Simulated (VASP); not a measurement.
Write the native input for VASP 6.6.1 that does the following.

```
Task                   : single point
Functional             : LDA
Potentials or basis    : VASP PAW LDA potentials, release 64 (Hf_pv)
Cutoff                 : 520 eV
k mesh                 : 12 × 12 × 7
Occupations            : fermi-dirac, width 0.05 eV
Spin                   : collinear spin, ferromagnetic start
Starting moments       : [0.9, 0.9] μB
Fixed moment           : 1.8 μB
Dipole correction      : no
Further INCAR settings : ALGO = Normal; EDIFF = 1e-06; NBANDS = 21
```

The structure of Hf lies in POSCAR:

```
Hf
1.0
    3.1967000000      0.0000000000      0.0000000000
   -1.5983500000      2.7684234083      0.0000000000
    0.0000000000      0.0000000000      5.0578000000
Hf
2
Direct
    0.3333333333      0.6666666667      0.2500000000
    0.6666666667      0.3333333333      0.7500000000
```

The input as run:

INCAR

```
SYSTEM = Hf
PREC = Accurate ; ENCUT = 520
EDIFF = 1E-6 ; ISMEAR = -1
SIGMA = 0.05 ; LREAL = .False.
LASPH = .True. ; NELM = 150
ALGO = Normal ; ISIF = 2
LWAVE = .False. ; LCHARG = .False.
ISPIN = 2 ; MAGMOM = 0.9 0.9
LORBIT = 11 ; NUPDOWN = 1.8
LMAXMIX = 4 ; NBANDS = 21
```

KPOINTS

```
Automatic mesh
0
Gamma
  12 12 7
  0 0 0
```

Potentials or basis: VASP PAW LDA potentials, release 64 (Hf_pv).

Launch:

```console
$ cat potpaw_LDA.64/Hf_pv/POTCAR > POTCAR
$ mpirun -np 1 vasp_std > vasp.out
```

Results of the run:

| Quantity | Value |
| --- | --- |
| Pressure | -5.3 GPa |
| Net moment | 1.80 μB per cell |
| Site moments | Hf +0.63 μB |
| Valence electrons inside the program's atomic spheres | Hf 8.37 |

Caveat: the total moment is fixed, so each spin has its own Fermi level.

It took 35 s on 1 thread of Intel(R) Xeon(R) 6975P-C (Granite Rapids), with other jobs on the host, peak memory 0.21 GiB.
